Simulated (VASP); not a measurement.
Mg, 2 atoms in the cell. The structure is hexagonal, space group P6_3/mmc (No. 194). The conventional cell has a = 3.209 Å, b = 3.209 Å, c = 5.210 Å, α = 90.00°, β = 90.00°, γ = 120.00°. Mg (site symmetry -6m2) has 12 Mg at 3.20 to 3.21 Å within 4.2 Å. 

- Program: VASP 6.6.1
- Task: electric field gradients
- Functional: LDA
- Potentials or basis: VASP PAW LDA potentials, release 64 (Mg)
- Cutoff: 520 eV
- k mesh: 12 × 12 × 7
- Occupations: fermi-dirac, width 0.05 eV
- Spin: no spin polarisation
- Dipole correction: no
- Further INCAR settings: ALGO = Normal; EDIFF = 1e-08; NBANDS = 9

Potentials or basis: VASP PAW LDA potentials, release 64 (Mg).

The run is started by

```bash
$ cat potpaw_LDA.64/Mg/POTCAR > POTCAR
$ mpirun -np 1 vasp_std > vasp.out
```

Hardware: 1 thread of Intel(R) Xeon(R) Platinum 8488C (Sapphire Rapids) (shared host).

Question: How long does it take, and how much memory?

Answer: Wall time 8.6 s on 1 thread of Intel(R) Xeon(R) Platinum 8488C (Sapphire Rapids), on a shared host, peak memory 0.15 GiB. Counts: scf iterations 10, k points 76.
